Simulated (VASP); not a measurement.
## Pb: single point with PBE

Crystal: Pb.

```xyz
1
Lattice="0.0000 2.4698 2.3710 2.4698 0.0000 2.3710 2.4698 2.4698 0.0000" Properties=species:S:1:pos:R:3 pbc="T T T"
Pb    0.0000    0.0000    0.0000
```

This cell differs from its parent crystal: strain +0.000 along x and y, -0.040 along z.

```yaml
Program: VASP 6.6.1
Task: single point
Functional: PBE
Potentials_or_basis: VASP PAW PBE potentials, release 64 (Pb_d)
Cutoff: 520 eV
k_mesh: 16 × 16 × 16
Occupations: gaussian, width 0.15 eV
Spin: no spin polarisation
```

- Pressure: 5.0 GPa
- Band gap on the k mesh: zero (bands 7 and 8 overlap by 9.60 eV)

Stress tensor (GPa, compression positive):
```
4.72 0.00 0.00
0.00 4.72 0.00
0.00 0.00 5.61
```

Levels at points of the mesh, in eV from the Fermi level:
```csv
k point,band 4,band 5,band 6,band 7,band 8,band 9,band 10,band 11
"(0.00, 0.00, 0.00)",-17.02,-16.97,-12.13,7.70,7.79,7.79,9.77,11.92
"(0.50, 0.00, 0.00)",-16.85,-16.83,-8.21,-4.48,5.46,6.10,9.31,9.74
"(0.50, 0.50, 0.00)",-16.79,-16.79,-6.37,-3.26,1.72,1.72,5.18,6.46
"(0.50, 0.00, 0.50)",-16.82,-16.78,-6.85,-3.62,2.12,2.37,5.66,6.93
```

It took 2.4 min on 1 thread of Intel(R) Xeon(R) Platinum 8259CL CPU @ 2.50GHz (Skylake/Cascade Lake), on a shared host, peak memory 0.25 GiB.

Caveat: the cell differs from its parent crystal (strain +0.000 along x and y, -0.040 along z); the cell stands under pressure; spin-orbit coupling is left out, which moves the levels of the heavy elements.
